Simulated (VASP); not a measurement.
Runs of VASP 6.6.1 on Ir. The structure is that of space group Fm-3m (No. 225), or close to it. The cells are those of the table. 

```csv
cell,gap on the mesh (eV),pressure (GPa)
"a = 2.756 Å, angles 60.0°, 1 atom",none,-14.0
"a = 2.733 Å, angles 60.0°, 1 atom",none,-5.7
"a = 2.635 Å, angles 60.0°, 1 atom",none,(a)
"a = 2.660 Å, angles 60.0°, 1 atom",none,28.8
"a = 2.685 Å, angles 60.0°, 1 atom",none,15.4
"a = 2.709 Å, angles 60.0°, 1 atom",none,(b)
"a = 2.779 Å, angles 60.0°, 1 atom",none,-21.0
```

Alike in all rows: task single point; level PBE+D3(BJ); potentials or basis VASP PAW PBE potentials, release 64 (Ir); no spin polarisation; k mesh 13 × 13 × 13; cutoff (eV) 520; smearing fermi-dirac 0.1 eV.

Estimate the missing entries.

(a) 44.5; (b) 4.0.

Caveats: spin-orbit coupling is left out, which moves the levels of the heavy elements; pairwise dispersion overbinds metals, which lowers pressure and volume.

A k mesh can miss the band edges, and the runs leave out spin-orbit coupling on Ir.

A gap of «none» marks levels without a gap at the run's occupations.
